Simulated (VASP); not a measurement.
# SnS2: single point with PBE

Crystal: SnS2.

```xyz
3
Lattice="3.6390 0.0000 0.0000 -1.8195 3.1515 0.0000 0.0000 0.0000 5.8680" Properties=species:S:1:pos:R:3 pbc="T T T"
Sn    0.0000    0.0000    0.0000
S     0.0000    2.1010    1.4670
S     1.8195    1.0505    4.4010
```

| Item | Value |
| --- | --- |
| Program | VASP 6.6.1 |
| Task | single point |
| Functional | PBE |
| Potentials or basis | VASP PAW PBE potentials, release 64 (Sn_d, S) |
| Cutoff | 500 eV |
| k mesh | 6 × 6 × 4 |
| Occupations | gaussian, width 0.01 eV |
| Spin | non-collinear spin, zero start, spin-orbit coupling |
| Starting moments | [[0.0, 0.0, 0.0], [0.0, 0.0, 0.0], [0.0, 0.0, 0.0]] μB |

```
Pressure                                              : 4.2 GPa
Largest force                                         : 0.234 eV/Å
Net moment                                            : 0.00 μB per cell
Valence electrons inside the program's atomic spheres : Sn 12.23; S 3.71
```

Forces in eV/Å, atoms in the order of the input:
```
Sn   0.000  0.000  0.000
S    0.000  0.000  0.234
S    0.000  0.000 -0.234
```

Stress tensor (GPa, compression positive):
```
4.33 0.00 0.00
0.00 4.33 0.00
0.00 0.00 3.89
```

Moments on the atoms (μB; x, y, z):
```
Sn  0.00 0.00 0.00
S   0.00 0.00 0.00
S   0.00 0.00 0.00
```

Run time: 4.9 min on 1 thread of Intel Xeon 8259CL, with other jobs on the host, peak memory 0.37 GiB.

Caveat: the cell stands under pressure; this functional lacks dispersion, which binds layers or chains, so the pressure and a relaxed spacing across them are unreliable.
